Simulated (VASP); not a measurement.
**SnO: single point with PBEsol**

Crystal: SnO.

```
CELL_PARAMETERS angstrom
3.72817 0.00000 0.00000
0.00000 3.72817 0.00000
0.00000 0.00000 4.75058
ATOMIC_POSITIONS crystal
Sn 0.00000 0.50000 0.24247
Sn 0.50000 0.00000 0.75753
O 0.00000 0.00000 0.00000
O 0.50000 0.50000 0.00000
```

- Program: VASP 6.6.1
- Task: single point
- Functional: PBEsol
- Potentials or basis: VASP PAW PBE potentials, release 64 (Sn_d, O)
- Cutoff: 520 eV
- k mesh: 10 × 10 × 8
- Occupations: gaussian, width 0.15 eV
- Spin: no spin polarisation

- Pressure: 5.0 GPa
- Largest force: 0.620 eV/Å
- Band gap on the k mesh: zero (bands 20 and 21 overlap by 0.35 eV)

Forces in eV/Å, atoms in the order of the input:
```
Sn   0.000  0.000  0.620
Sn   0.000  0.000 -0.620
O    0.000  0.000  0.000
O    0.000  0.000  0.000
```

Stress tensor (GPa, compression positive):
```
5.86 0.00 0.00
0.00 5.86 0.00
0.00 0.00 3.30
```

Levels at points of the mesh, in eV from the Fermi level:
```
           k point  band 18  band 19  band 20  band 21  band 22  band 23
(0.00, 0.00, 0.00)    -3.52    -3.52     0.01     2.17     4.29     4.52
(0.50, 0.00, 0.00)    -5.33    -3.15    -3.15     3.16     3.16     5.89
(0.50, 0.50, 0.00)    -2.83    -2.11    -2.11    -0.34    -0.34     4.16
(0.00, 0.00, 0.50)    -3.54    -3.03    -2.67     1.57     2.66     2.66
(0.50, 0.00, 0.50)    -5.29    -2.04    -2.04     2.50     2.50     5.33
(0.50, 0.50, 0.50)    -3.01    -2.83    -2.83     2.02     2.02     4.03
```

Run time: 4.4 min on 1 thread of Intel Xeon 8259CL, on a shared host, peak memory 0.29 GiB.

Caveat: the cell stands under pressure; semilocal functionals underestimate gaps, and a narrow one can read as zero; the PAW data sets were made with another functional, which shifts forces and pressure a little; spin-orbit coupling is left out, which moves the levels of the heavy elements.
